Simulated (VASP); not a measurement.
Set up this calculation in VASP 6.6.1, as the native input.

- Task: single point
- Functional: PBE
- Potentials or basis: VASP PAW PBE potentials, release 64 (Ba_sv, Ir)
- Cutoff: 520 eV
- k mesh: 6 × 6 × 4
- Occupations: gaussian, width 0.1 eV
- Spin: no spin polarisation
- Dipole correction: no
- Further INCAR settings: ALGO = Normal; EDIFF = 1e-06; NBANDS = 22

The structure of Ba2Ir lies in POSCAR:

```
Ba2Ir
1.0
    4.4644060427      0.0000000000      0.0000000000
   -2.2322030213      3.8662890458      0.0000000000
    0.0000000000      0.0000000000      4.8203719730
Ba Ir
2 1
Direct
    0.3333333333      0.6666666667      0.5000000000
    0.6666666667      0.3333333333      0.5000000000
    0.0000000000      0.0000000000      0.0000000000
```

The input as run:

INCAR

```
PREC = Accurate
ENCUT = 520
EDIFF = 1E-6
ISMEAR = 0
SIGMA = 0.1
LREAL = F
LASPH = T
NELM = 80
ALGO = Normal
ISIF = 2
LWAVE = F
LCHARG = T
GGA = PE
LELF = T
LVHAR = T
NBANDS = 22
```

KPOINTS

```
Automatic mesh
0
Gamma
  6 6 4
```

Potentials or basis: VASP PAW PBE potentials, release 64 (Ba_sv, Ir).

The run is started by

```console
$ cat potpaw_PBE.64/Ba_sv/POTCAR potpaw_PBE.64/Ir/POTCAR > POTCAR
$ mpirun -np 1 vasp_std > vasp.out
```

It gave:

The pressure is 28.9 GPa. The band gap on the k mesh is zero (an odd number of electrons rules out a gap without spin polarisation).

Caveat: the stress differs along the axes, from -18 to 52 GPa; spin-orbit coupling is left out, which moves the levels of the heavy elements.

It took 49 s on 1 thread of Oxide Virtual Turin-like Processor (shared host), peak memory 0.18 GiB.
